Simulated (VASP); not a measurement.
# SiC (P3m1) in VASP: notebook

SiC is run at these levels: r2SCAN; tasks: single point.

Everything below comes from runs of VASP 6.6.1. Logs are shortened: lines on timing, memory, paths and dates and some standing lists are left out, and cuts for length are marked.

### 1 The cell of the first run

Symmetry: P3m1, No. 156, trigonal system. The conventional cell has a = 3.078 Å, b = 3.078 Å, c = 10.827 Å, α = 90.00°, β = 90.00°, γ = 120.00°. Si (site symmetry 3m) has 3 C at 1.89 Å within 2.5 Å. Within 2.5 Å of Si (site symmetry 3m) lie 4 C at 1.89 Å. Si (site symmetry 3m) has 4 C at 1.88 to 1.89 Å within 2.5 Å. Si (site symmetry 3m) has 4 C at 1.88 to 1.89 Å within 2.5 Å. Within 2.5 Å of C (site symmetry 3m) lie 3 Si at 1.88 Å. C (site symmetry 3m) has 4 Si at 1.88 to 1.89 Å within 2.5 Å. C (site symmetry 3m) has 4 Si at 1.89 Å within 2.5 Å. Within 2.5 Å of C (site symmetry 3m) lie 4 Si at 1.89 Å.

### 2 Single point, r2SCAN (the distance across one plane changed)

Input file POSCAR:

```
SiC
1.0
   -1.5387796673     -2.6652445653      0.0000000000
    1.5387796672     -2.6652445654      0.0000000000
    0.0000000000      0.0000000000     10.8267691650
Si C
4 4
Direct
    0.3333333333      0.3333333333      0.0875233754
    0.6666666667      0.6666666667      0.5528870038
    0.0000000000      0.0000000000      0.7856205317
    0.0000000000      0.0000000000      0.3202569033
    0.3333333333      0.3333333333      0.8432426215
    0.6666666667      0.6666666667      0.3778789931
    1.0000000000      0.0000000000      0.6111752644
    1.0000000000      0.0000000000      0.1458116360
```

Input file INCAR.step1:

```
SYSTEM = SiC
PREC = Accurate ; ENCUT = 520
ISMEAR = 0 ; SIGMA = 0.05
LREAL = .False. ; LASPH = .True.
NELM = 80 ; NBANDS = 26
GGA = PE ; ALGO = Normal
EDIFF = 1E-4 ; LWAVE = .True.
LCHARG = .False.
```

Input file INCAR.step2:

```
SYSTEM = SiC
PREC = Accurate ; ENCUT = 520
EDIFF = 1E-6 ; ISMEAR = 0
SIGMA = 0.05 ; LREAL = .False.
LASPH = .True. ; NELM = 80
ALGO = Normal ; ISIF = 2
LWAVE = .False. ; LCHARG = .False.
METAGGA = R2SCAN ; LMIXTAU = .True.
NBANDS = 26 ; ISTART = 1
```

Input file KPOINTS:

```
regular mesh
0
Gamma
  8 8 3
  0 0 0
```

Potentials or basis: VASP PAW PBE potentials, release 64 (Si, C).

Command:

```
cat potpaw_PBE.64/Si/POTCAR potpaw_PBE.64/C/POTCAR > POTCAR
cp INCAR.step1 INCAR
mpirun -np 1 vasp_std > vasp.out
cp INCAR.step2 INCAR
mpirun -np 1 vasp_std > vasp.out
```

OUTCAR:

```text
SYSTEM = SiC
   PREC = Accurate
   ENCUT = 520
   EDIFF = 1E-6
   ISMEAR = 0
   LREAL = .False.
   LASPH = .True.
   NELM = 80
   ISIF = 2
   METAGGA = R2SCAN
   ISTART = 1

 ion  position               nearest neighbor table
   1  0.333  0.333  0.088-   8 1.89   8 1.89   8 1.89   4 3.08   4 3.08   4 3.08
   2  0.667  0.667  0.553-   7 1.89   7 1.89   7 1.89   6 1.89   4 3.08   4 3.08   4 3.08   3 3.08
                             3 3.08   3 3.08
   3  0.000  0.000  0.786-   5 1.88   5 1.88   5 1.88   7 1.89   2 3.08   2 3.08   2 3.08
   4  0.000  0.000  0.320-   6 1.88   6 1.88   6 1.88   8 1.89   2 3.08   2 3.08   2 3.08   1 3.08
                             1 3.08   1 3.08
   5  0.333  0.333  0.843-   3 1.88   3 1.88   3 1.88
   6  0.667  0.667  0.378-   4 1.88   4 1.88   4 1.88   2 1.89
   7  0.000  0.000  0.611-   2 1.89   2 1.89   2 1.89   3 1.89
   8  0.000  0.000  0.146-   1 1.89   1 1.89   1 1.89   4 1.89

  LATTYP: Found a hexagonal cell.
 ALAT       =     3.0775593345
 C/A-ratio  =     3.5179725192

  Lattice vectors:

 A1 = (  -1.5387796672,   2.6652445654,   0.0000000000)
 A2 = (  -1.5387796673,  -2.6652445653,   0.0000000000)
 A3 = (   0.0000000000,   0.0000000000,  10.8267691650)

Analysis of symmetry for initial positions (statically):
=====================================================================
 Subroutine PRICEL returns:
 Original cell was already a primitive cell.

 Routine SETGRP: Setting up the symmetry group for a
 hexagonal supercell.

 Subroutine GETGRP returns: Found  6 space group operations
 (whereof  6 operations were pure point group operations)
 out of a pool of 24 trial point group operations.

The static configuration has the point symmetry C_3v.

Analysis of symmetry for dynamics (positions and initial velocities):
=====================================================================
 Subroutine PRICEL returns:
 Original cell was already a primitive cell.

 Routine SETGRP: Setting up the symmetry group for a
 hexagonal supercell.

 Subroutine GETGRP returns: Found  6 space group operations
 (whereof  6 operations were pure point group operations)
 out of a pool of 24 trial point group operations.

The dynamic configuration has the point symmetry C_3v.

 Subroutine INISYM returns: Found  6 space group operations
 (whereof  6 operations are pure point group operations),
 and found     1 'primitive' translations

----------------------------------------------------------------------------------------

                                     Primitive cell

  volume of cell :      88.8060

  direct lattice vectors                    reciprocal lattice vectors
    -1.538779667 -2.665244565  0.000000000    -0.324932809 -0.187600045  0.000000000
     1.538779667 -2.665244565  0.000000000     0.324932809 -0.187600045  0.000000000
     0.000000000  0.000000000 10.826769165     0.000000000  0.000000000  0.092363658

  length of vectors
     3.077559334  3.077559335 10.826769165     0.375200090  0.375200090  0.092363658

  position of ions in fractional coordinates (direct lattice)
     0.333333333  0.333333333  0.087523375
     0.666666667  0.666666667  0.552887004
     0.000000000  0.000000000  0.785620532
     0.000000000  0.000000000  0.320256903
     0.333333333  0.333333333  0.843242621
     0.666666667  0.666666667  0.377878993
     0.000000000  0.000000000  0.611175264
     0.000000000  0.000000000  0.145811636

  ion indices of the primitive-cell ions
   primitive index   ion index
                 1           1
                 2           2
                 3           3
                 4           4
                 5           5
                 6           6
                 7           7
                 8           8

----------------------------------------------------------------------------------------

 KPOINTS: regular mesh

Automatic generation of k-mesh.
 Grid dimensions read from file:
 generate k-points for:    8    8    3

 Generating k-lattice:

  Cartesian coordinates                     Fractional coordinates (reciprocal lattice)
    -0.040616601 -0.023450006  0.000000000     0.125000000 -0.000000000  0.000000000
     0.040616601 -0.023450006  0.000000000    -0.000000000  0.125000000  0.000000000
     0.000000000  0.000000000  0.030787886     0.000000000  0.000000000  0.333333333

  Length of vectors
     0.046900011  0.046900011  0.030787886

  Shift w.r.t. Gamma in fractional coordinates (k-lattice)
     0.000000000  0.000000000  0.000000000

 Subroutine IBZKPT returns following result:
 ===========================================

 Found     25 irreducible k-points:

 Following reciprocal coordinates:
            Coordinates               Weight
  0.000000  0.000000  0.000000      1.000000
  0.125000  0.000000  0.000000      6.000000
  0.250000  0.000000  0.000000      6.000000
  0.375000  0.000000  0.000000      6.000000
  0.500000  0.000000  0.000000      3.000000
  0.250000  0.125000  0.000000      6.000000
[... 16 lines left out ...]
  0.375000  0.500000  0.333333     12.000000
  0.500000  0.250000  0.333333     12.000000
   k-points           NKPTS =     25   k-points in BZ     NKDIM =     25   number of bands    NBANDS=     26
   number of dos      NEDOS =    301   number of ions     NIONS =      8
   total plane-waves  NPLWV =  48384
   dimension x,y,z NGX =    24 NGY =   24 NGZ =   84
   dimension x,y,z NGXF=    48 NGYF=   48 NGZF=  168
   ions per type =               4   4
   NGX,Y,Z   is equivalent  to a cutoff of  12.96, 12.96, 12.90 a.u.
   NGXF,Y,Z  is equivalent  to a cutoff of  25.93, 25.93, 25.80 a.u.
 SYSTEM =  SiC
   PREC   = accura    normal or accurate (medium, high low for compatibility)
   ISTART =      1    job   : 0-new  1-cont  2-samecut
   ICHARG =      0    charge: 1-file 2-atom 10-const
   ISPIN  =      1    spin polarized calculation?
   LNONCOLLINEAR =      F non collinear calculations
   LSORBIT =      F    spin-orbit coupling
   LASPH  =      T    aspherical Exc in radial PAW
   ENCUT  =  520.0 eV  38.22 Ry    6.18 a.u.   5.72  5.72 20.13*2*pi/ulx,y,z
   NELM   =     80;   NELMIN=  2; NELMDL=  0     # of ELM steps
   EDIFF  = 0.1E-05   stopping-criterion for ELM
   LREAL  =      F    real-space projection
   EDIFFG = 0.1E-04   stopping-criterion for IOM
   NSW    =      0    number of steps for IOM
   IBRION =     -1    ionic relax: 0-MD 1-quasi-New 2-CG
   NFREE  =      0    steps in history (QN), initial steepest desc. (CG)
   ISIF   =      2    stress and relaxation
   ISYM   =      2    0-nonsym 1-usesym 2-fastsym
   POTIM  = 0.5000    time-step for ionic-motion
   TEBEG  =    0.0;   TEEND  =   0.0 temperature during run
   PSTRESS=    0.0 pullay stress
   NELECT =      32.0000    total number of electrons
   NUPDOWN=      -1.0000    fix difference up-down
   EMIN   =  10.00;   EMAX   =-10.00  energy-range for DOS
   EFERMI =   0.00;   METHOD = LEGACY
   ISMEAR =     0;   SIGMA  =   0.05  broadening in eV -4-tet -1-fermi 0-gaus
   EFERMI_NEDOS =   21; number of points for ismear=-14 and -15
   IALGO  =     38    algorithm
   IMIX   =      4    mixing-type and parameters
     AMIX     =   0.40;   BMIX     =  1.00
     AMIX_MAG =   1.60;   BMIX_MAG =  1.00
  volume/ion in A,a.u.               =      11.10        74.91
  Fermi-wavevector in a.u.,A,eV,Ry     =   1.164959  2.201454 18.464872  1.357130
  Thomas-Fermi vector in A             =   2.301491
   LORBIT       =      0    0 simple, 1 ext, 2 COOP (PROOUT), +10 PAW based schemes
   METAGGA = R2SCAN    functional components
   LHFCALC =     F    Hartree Fock is set to
   AEXX    =    0.0000 exact exchange contribution
   IVDW    =     0    specifies the selected vdW correction
   LEPSILON=     F    determine dielectric tensor
   LRPA    =     F    only Hartree local field effects (RPA)
 non-spin polarized calculation
 Gauss-broadening in eV      SIGMA  =   0.05
  energy-cutoff  :      520.00
  volume of cell :       88.81
 maximum number of plane-waves:      2416
   NGX = 11   NGY = 11   NGZ = 41

 number of electron      32.0000001 magnetization

 Free energy of the ion-electron system (eV)
  ---------------------------------------------------
  ext. energy  EPLUGINS =         0.00000000
  ---------------------------------------------------
  free energy    TOTEN  =       -75.55049405 eV

  energy without entropy =      -75.55049405  energy(sigma->0) =      -75.55049405

 E-fermi :   8.0549     XC(G=0): -11.5724

 val. band max:        7.8173114179   @ k =   0.0000   0.0000   0.0000
 cond. band min:       9.1793960687   @ k =   0.5000   0.0000   0.0000
 fundamental gap:      1.3620846508
 Fermi energy:         8.0548569554

 k-point     1 :       0.0000    0.0000    0.0000
  band No.  band energies     occupation
      1      -9.1624      2.00000
      2      -8.1587      2.00000
      3      -7.1308      2.00000
      4      -5.4031      2.00000
      5      -1.3840      2.00000
      6       1.8271      2.00000
[... 18 lines left out ...]
     25      15.1279      0.00000
     26      15.7428      0.00000

 k-point     2 :       0.1250    0.0000    0.0000
  band No.  band energies     occupation
      1      -8.8842      2.00000
      2      -7.8879      2.00000
      3      -6.8656      2.00000
      4      -5.1501      2.00000
      5      -1.1401      2.00000
      6       1.9457      2.00000
[... 18 lines left out ...]
     25      15.5332      0.00000
     26      15.7392      0.00000

 k-point     3 :       0.2500    0.0000    0.0000
  band No.  band energies     occupation
      1      -8.0707      2.00000
      2      -7.1026      2.00000
      3      -6.1048      2.00000
      4      -4.4355      2.00000
      5      -0.5223      2.00000
      6       1.4317      2.00000
[... 18 lines left out ...]
     25      16.1857      0.00000
     26      16.8584      0.00000

 k-point     4 :       0.3750    0.0000    0.0000
  band No.  band energies     occupation
      1      -6.8257      2.00000
      2      -5.9460      2.00000
      3      -5.0566      2.00000
      4      -3.5195      2.00000
      5      -0.9292      2.00000
      6      -0.3534      2.00000
[... 18 lines left out ...]
     25      15.6391      0.00000
     26      16.9714      0.00000

 k-point     5 :       0.5000    0.0000    0.0000
  band No.  band energies     occupation
      1      -5.8123      2.00000
      2      -5.2039      2.00000
      3      -4.6373      2.00000
      4      -3.1254      2.00000
      5      -1.6491      2.00000
      6      -1.4686      2.00000
[... 18 lines left out ...]
     25      15.3768      0.00000
     26      16.9963      0.00000

 k-point     6 :       0.2500    0.1250    0.0000
  band No.  band energies     occupation
      1      -8.3376      2.00000
      2      -7.3588      2.00000
      3      -6.3510      2.00000
      4      -4.6642      2.00000
      5      -0.6958      2.00000
      6       1.9010      2.00000
[... 427 lines left out ...]
 k-point    21 :       0.2500    0.3750    0.3333
  band No.  band energies     occupation
      1      -7.2826      2.00000
      2      -6.4386      2.00000
      3      -5.2971      2.00000
      4      -3.9148      2.00000
      5      -0.2412      2.00000
      6       0.5073      2.00000
[... 18 lines left out ...]
     25      15.9875      0.00000
     26      16.6046      0.00000

 k-point    22 :       0.5000    0.1250    0.3333
  band No.  band energies     occupation
      1      -5.9892      2.00000
      2      -5.2996      2.00000
      3      -4.5471      2.00000
      4      -3.1187      2.00000
      5      -1.3318      2.00000
      6      -0.9020      2.00000
[... 18 lines left out ...]
     25      15.6692      0.00000
     26      16.3673      0.00000

 k-point    23 :       0.3750    0.5000    0.3333
  band No.  band energies     occupation
      1      -5.9889      2.00000
      2      -5.3014      2.00000
      3      -4.5438      2.00000
      4      -3.1241      2.00000
      5      -1.3051      2.00000
      6      -0.9267      2.00000
[... 18 lines left out ...]
     25      15.7122      0.00000
     26      16.0921      0.00000

 k-point    24 :       0.5000    0.2500    0.3333
  band No.  band energies     occupation
      1      -6.1281      2.00000
      2      -5.3860      2.00000
      3      -4.5131      2.00000
      4      -3.1021      2.00000
      5      -0.6947      2.00000
      6      -0.3726      2.00000
[... 18 lines left out ...]
     25      16.8633      0.00000
     26      17.0604      0.00000

 [... further k-points ...]

------------------------ aborting loop because EDIFF is reached ----------------------------------------

  FORCE on cell =-STRESS in cart. coord.  units (eV):
  Direction    XX          YY          ZZ          XY          YZ          ZX
  --------------------------------------------------------------------------------------
  -------------------------------------------------------------------------------------
  Total       -0.0769010     -0.0769010     -8.0652993      0.0000000     -0.0000000      0.0000000
  in kB       -1.3873955     -1.3873955   -145.5086094      0.0000000     -0.0000000      0.0000000
  external PRESSURE =     -49.4278002 kB  Pullay stress =       0.0000000 kB

 VOLUME and BASIS-vectors are now :
 -----------------------------------------------------------------------------
  energy-cutoff  :      520.00
  volume of cell :       88.81
      direct lattice vectors                 reciprocal lattice vectors
    -1.538779667 -2.665244565  0.000000000    -0.324932809 -0.187600045  0.000000000
     1.538779667 -2.665244565  0.000000000     0.324932809 -0.187600045  0.000000000
     0.000000000  0.000000000 10.826769165     0.000000000  0.000000000  0.092363658

 POSITION                                       TOTAL-FORCE (eV/Angst)
 -----------------------------------------------------------------------------------
     -0.00000     -1.77683      0.94760        -0.000000      0.000000     -2.061324
     -0.00000     -3.55366      5.98598        -0.000000      0.000000      0.500873
      0.00000      0.00000      8.50573         0.000000      0.000000      2.334066
      0.00000      0.00000      3.46735         0.000000     -0.000000      0.507007
     -0.00000     -1.77683      9.12959         0.000000     -0.000000      0.708964
     -0.00000     -3.55366      4.09121         0.000000     -0.000000     -0.463417
      0.00000      0.00000      6.61705         0.000000     -0.000000     -0.616319
      0.00000      0.00000      1.57867         0.000000     -0.000000     -0.909849
 -----------------------------------------------------------------------------------
    total drift:                               -0.000000     -0.000000     -0.000710

  FREE ENERGIE OF THE ION-ELECTRON SYSTEM (eV)
  ---------------------------------------------------
  free  energy   TOTEN  =       -75.5504940473 eV

  energy  without entropy=      -75.5504940473  energy(sigma->0) =      -75.55049405
```

It took 2.7 min on 1 thread of AMD EPYC 9R45 (Zen 5), shared host; peak memory 0.19 GiB.

What came out:

```
Free energy            : -75.5505 eV
Pressure               : -4.9 GPa
Largest force          : 2.334 eV/Å
Band gap on the k mesh : 1.36 eV (least direct gap 2.74 eV)
```

Forces on the atoms (eV/Å):
```
Si   0.000  0.000 -2.061
Si   0.000  0.000  0.501
Si   0.000  0.000  2.334
Si   0.000  0.000  0.507
C    0.000  0.000  0.709
C    0.000  0.000 -0.463
C    0.000  0.000 -0.616
C    0.000  0.000 -0.910
```

Levels at points of the mesh, in eV from the valence-band top:
| k point | band 14 | band 15 | band 16 | band 17 | band 18 | band 19 |
| --- | --- | --- | --- | --- | --- | --- |
| (0.00, 0.00, 0.00) | -0.68 | 0.00 | 0.00 | 2.94 | 4.95 | 5.50 |
| (0.50, 0.00, 0.00) | -2.71 | -1.52 | -1.38 | 1.36 | 2.18 | 2.92 |

Caveat: the cell differs from its parent crystal (the distance across one plane changed); the stress differs along the axes, from -15 to -0 GPa; the PAW data sets were made with another functional, which shifts forces and pressure a little.

### 3 Single point, r2SCAN (the distance across one plane changed)

Input file POSCAR:

```
SiC
1.0
   -1.5387796673     -2.6652445653      0.0000000000
    1.5387796672     -2.6652445654      0.0000000000
    0.0000000000      0.0000000000     11.0767691650
Si C
4 4
Direct
    0.3333333333      0.3333333333      0.0855479940
    0.6666666667      0.6666666667      0.5404084779
    0.0000000000      0.0000000000      0.7678892664
    0.0000000000      0.0000000000      0.3130287825
    0.3333333333      0.3333333333      0.8242108395
    0.6666666667      0.6666666667      0.3693503556
    1.0000000000      0.0000000000      0.5973811865
    1.0000000000      0.0000000000      0.1425207026
```

Input file INCAR.step1:

```
SYSTEM = SiC
PREC = Accurate
ENCUT = 520
ISMEAR = 0
SIGMA = 0.05
LREAL = .False.
LASPH = .True.
NELM = 100
NBANDS = 26
GGA = PE
ALGO = Normal
EDIFF = 1E-4
LWAVE = .True.
LCHARG = .False.
```

Input file INCAR.step2:

```
SYSTEM = SiC
PREC = Accurate
ENCUT = 520
EDIFF = 1E-6
ISMEAR = 0
SIGMA = 0.05
LREAL = .False.
LASPH = .True.
NELM = 100
ALGO = Normal
ISIF = 2
LWAVE = .False.
LCHARG = .True.
METAGGA = R2SCAN
LMIXTAU = .True.
LELF = .True.
LVHAR = .True.
NBANDS = 26
ISTART = 1
```

Input file KPOINTS:

```
Automatic mesh
0
Gamma
  8 8 3
  0 0 0
```

Potentials or basis: VASP PAW PBE potentials, release 64 (Si, C).

Command:

```
cat potpaw_PBE.64/Si/POTCAR potpaw_PBE.64/C/POTCAR > POTCAR
cp INCAR.step1 INCAR
mpirun -np 1 vasp_std > vasp.out
cp INCAR.step2 INCAR
mpirun -np 1 vasp_std > vasp.out
```

Run time: 2.8 min. Hardware: 1 thread of AMD EPYC 9R45 (Zen 5), shared host; peak memory 0.2 GiB.

Results (log left out):

| Quantity | Value |
| --- | --- |
| Free energy | -74.9060 eV |
| Pressure | -4.6 GPa |
| Largest force | 2.752 eV/Å |
| Band gap on the k mesh | 0.93 eV (least direct gap 2.03 eV) |

Forces on the atoms (eV/Å):
```
Si   0.000  0.000 -1.671
Si   0.000  0.000  0.564
Si   0.000  0.000  2.752
Si   0.000  0.000  0.565
C    0.000  0.000 -0.002
C    0.000  0.000 -0.509
C    0.000  0.000 -0.722
C    0.000  0.000 -0.976
```

Stress tensor (GPa, compression positive):
```
  0.02   0.00   0.00
  0.00   0.02   0.00
  0.00   0.00 -13.73
```

Levels at points of the mesh, in eV from the valence-band top:
```
           k point  band 13  band 14  band 15  band 16  band 17  band 18  band 19  band 20
(0.00, 0.00, 0.00)    -1.23    -0.75     0.00     0.00     2.03     4.77     5.32     6.47
(0.50, 0.00, 0.00)    -3.54    -2.84    -1.54    -1.12     0.93     2.03     2.55     4.16
```

Caveat: the cell differs from its parent crystal (the distance across one plane changed); the stress differs along the axes, from -14 to 0 GPa; the PAW data sets were made with another functional, which shifts forces and pressure a little. A k mesh can miss the band edges.

(Continued in part 2 of 2.)

The gap in the log of VASP goes by the Fermi energy; the results here count the filled bands.